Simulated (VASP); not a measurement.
Crystal: C.

```
C
1.0
     3.57148    0.00000    0.00000
     0.00000   -3.57148    0.00000
     0.00000    0.00000   -3.57148
C
8
Cartesian
  1.7857 0.0000 0.0625
  0.0000 -1.7857 0.0000
  0.0000 0.0000 -1.7857
  1.7857 -1.7857 -1.7857
  2.6786 -2.6786 -2.6786
  0.8929 -0.8929 -2.6786
  0.8929 -2.6786 -0.8929
  2.6786 -0.8929 -0.8929
```

This cell differs from its parent crystal: atom 1 (C) moved +0.062 Å along Cartesian [0 0 1].

Base run:

* Program: VASP 6.6.1
* Functional: PBE
* Potentials or basis: VASP PAW PBE potentials, release 64 (C)
* Cutoff: 520 eV
* k mesh: 6 × 6 × 6
* Occupations: gaussian, width 0.05 eV
* Spin: no spin polarisation

Its results: band gap on the k mesh 3.88 eV; pressure 1.1 GPa; largest force 2.750 eV/Å.

**Question.** The run is repeated on the same cell with these changes: functional from PBE to RPBE; further incar settings from ALGO = Normal; EDIFF = 1e-06; NBANDS = 26 to ALGO = Normal; EDIFF = 1e-07; NBANDS = 26. What comes out?

**Answer.** Band gap on the k mesh 3.88 eV; pressure 7.1 GPa; largest force 2.773 eV/Å.

Caveats: forces of over 1 eV/Å act on the atoms, so gaps and moduli don't describe the material at rest (some runs); the PAW data sets were made with another functional, which shifts forces and pressure a little (some runs).

A k mesh can miss the band edges.
